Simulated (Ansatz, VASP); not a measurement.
## One calculation of C, two programs

```xyz
2
Lattice="0.0000 1.7978 1.7978 1.7978 0.0000 1.7978 1.7978 1.7978 0.0000" Properties=species:S:1:pos:R:3 pbc="T T T"
C     0.0000    0.0000    0.0000
C     0.8989    0.8989    0.8989
```

Alike in both runs: task single point; functional r2SCAN; k mesh 12 × 12 × 12; occupations gaussian, width 0.02 eV; no spin polarisation.

|  | VASP | Ansatz |
| --- | --- | --- |
| version | VASP 6.6.1 | Ansatz 0.2.0 |
| potentials or method | VASP PAW PBE potentials, release 64 (C_h), cutoff 910 eV | scalar-relativistic, plane waves, PAW |
| valence electrons in the cell | 8 | 8 |

```csv
,VASP,Ansatz,Ansatz less VASP
gap on the k mesh at the Fermi level (eV),4.32,4.31,-0.002
least direct gap on the mesh (eV),5.81,5.81,+0.001
```

VASP's potentials were made for PBE, not for r2SCAN.

Noted on VASP's run: the cutoff is short for stress, so the pressure is rough.
